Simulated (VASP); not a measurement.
Input of a VASP 6.6.1 run:

INCAR

```
SYSTEM = TiO2
  ALGO = Normal
  EDIFF = 1E-7
  ENCUT = 520
  GGA = PE
  ISIF = 2
  ISMEAR = 0
  LASPH = .TRUE.
  LCHARG = .TRUE.
  LELF = .TRUE.
  LREAL = .FALSE.
  LVHAR = .TRUE.
  LWAVE = .FALSE.
  NBANDS = 33
  NELM = 60
  PREC = Accurate
  SIGMA = 0.05
```

The input KPOINTS:

```
k-points
0
G
  6 6 10
  0 0 0
```

File POSCAR:

```
TiO2
1.0
    4.5273148210      0.0000000000      0.0000000000
    0.0000000000      4.5273148210      0.0000000000
    0.0000000000      0.0000000000      2.8897670966
Ti O
2 4
Direct
    0.0000000000      0.0000000000      0.0078488792
    0.5000000000      0.5000000000      0.5078488792
    0.3050970583      0.3050970583     -0.0117414307
    0.1949029417      0.8050970583      0.4882585693
    0.6949029417      0.6949029417     -0.0117414307
    0.8050970583      0.1949029417      0.4882585693
```

Potentials or basis: VASP PAW PBE potentials, release 64 (Ti_sv, O).

Launch:

```bash
$ cat potpaw_PBE.64/Ti_sv/POTCAR potpaw_PBE.64/O/POTCAR > POTCAR
$ mpirun -np 1 vasp_std > vasp.out
```

(1) Estimate the pressure.

(2) Estimate the largest force.

(3) What does it give for the band gap on the k mesh?

## Answers

(1) 21.6 GPa.

(2) 0.528 eV/Å.

(3) 2.10 eV (least direct gap 2.13 eV).

Caveat: the cell differs from its parent crystal (atoms displaced along a vibrational mode, the cell strained); the cell stands under pressure.
